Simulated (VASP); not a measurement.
The system is Pd.

```
Pd
1.0
     2.78367    0.00000    0.00000
    -1.39183    2.41072    0.00000
     0.00000    0.00000    4.62889
Pd
2
Direct
  0.33333 0.66667 0.25000
  0.66667 0.33333 0.75000
```

* Program: VASP 6.6.1
* Task: relaxation of cell and atoms
* Functional: RPBE
* Dispersion: D4
* Potentials or basis: VASP PAW PBE potentials, release 64 (Pd)
* Cutoff: 600 eV
* k mesh: 11 × 11 × 6
* Occupations: fermi-dirac, width 0.05 eV
* Spin: no spin polarisation

At the start: pressure -6.0 GPa; volume 15.53 Å³/atom.

Q: Where does the relaxation end?

A: Over 6 steps the energy falls by 11.1 meV/atom and the volume is 14.97 Å³/atom (-3.6 %); space group P6_3/mmc (No. 194, to 0.05 Å).

The path:
| step | energy change (eV) | largest force (eV/Å) | pressure (GPa) | volume (Å³) |
| --- | --- | --- | --- | --- |
| 1 | 0.0000 | 0.0000 | -5.96 | 31.06 |
| 2 | 0.0176 | 0.0000 | 9.68 | 28.54 |
| 3 | -0.0221 | 0.0000 | -0.05 | 29.94 |
| 4 | -0.0221 | 0.0000 | 0.08 | 29.91 |
| 5 | -0.0221 | 0.0000 | -0.10 | 29.94 |
| 6 | -0.0221 | 0.0000 | -0.03 | 29.93 |

Final structure:
```
CELL_PARAMETERS angstrom
2.74876 0.00000 0.00000
-1.37438 2.38050 0.00000
0.00000 0.00000 4.57451
ATOMIC_POSITIONS crystal
Pd 0.33333 0.66667 0.25000
Pd 0.66667 0.33333 0.75000
```

Caveat: the PAW data sets were made with another functional, which shifts forces and pressure a little; pairwise dispersion overbinds metals, which lowers pressure and volume.
